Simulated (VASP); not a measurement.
Crystal: C.

```
CELL_PARAMETERS angstrom
2.12732 -1.22828 0.00000
2.12732 1.22828 0.00000
-1.37907 0.00000 3.50283
ATOMIC_POSITIONS crystal
C 0.16664 0.16664 0.99991
C 0.83336 0.83336 0.00009
```

- Program: VASP 6.6.1
- Task: relaxation of cell and atoms
- Functional: PBE
- Dispersion: D4
- Potentials or basis: VASP PAW PBE potentials, release 64 (C)
- Cutoff: 600 eV
- k mesh: 13 × 13 × 8
- Occupations: fermi-dirac, width 0.05 eV
- Spin: no spin polarisation

At the start: pressure 0.9 GPa; volume 9.15 Å³/atom.

Q: Where does the relaxation end?

A: Over 13 steps the energy falls by 3.0 meV/atom and the volume is 8.72 Å³/atom (-4.8 %); space group R-3m (No. 166, to 0.05 Å).

The path:
| step | energy change (eV) | largest force (eV/Å) | pressure (GPa) | volume (Å³) |
| --- | --- | --- | --- | --- |
| 1 | 0.0000 | 0.0047 | 0.88 | 18.31 |
| 2 | 0.0011 | 0.0082 | -3.69 | 18.44 |
| 3 | -0.0007 | 0.0020 | -0.89 | 18.36 |
| 4 | -0.0015 | 0.0047 | -0.88 | 18.27 |
| 5 | -0.0036 | 0.0246 | -0.73 | 18.00 |
| 6 | -0.0059 | 0.0647 | -0.38 | 17.47 |
| 7 | 0.0008 | 0.7404 | 2.48 | 17.23 |
| 8 | -0.0060 | 0.0368 | -0.09 | 17.45 |
| 9 | -0.0055 | 0.1496 | 0.63 | 17.37 |
| 10 | -0.0060 | 0.0040 | 0.07 | 17.43 |
| 11 | -0.0060 | 0.0038 | 0.06 | 17.43 |
| 12 | -0.0060 | 0.0211 | -0.44 | 17.44 |
| 13 | -0.0060 | 0.0065 | -0.12 | 17.43 |

Final structure:
```
C
1.0
     2.13056   -1.23009   -0.00242
     2.13056    1.23009   -0.00242
    -1.38512    0.00000    3.32754
C
2
Direct
  0.16662 0.16662 0.99983
  0.83338 0.83338 0.00017
```
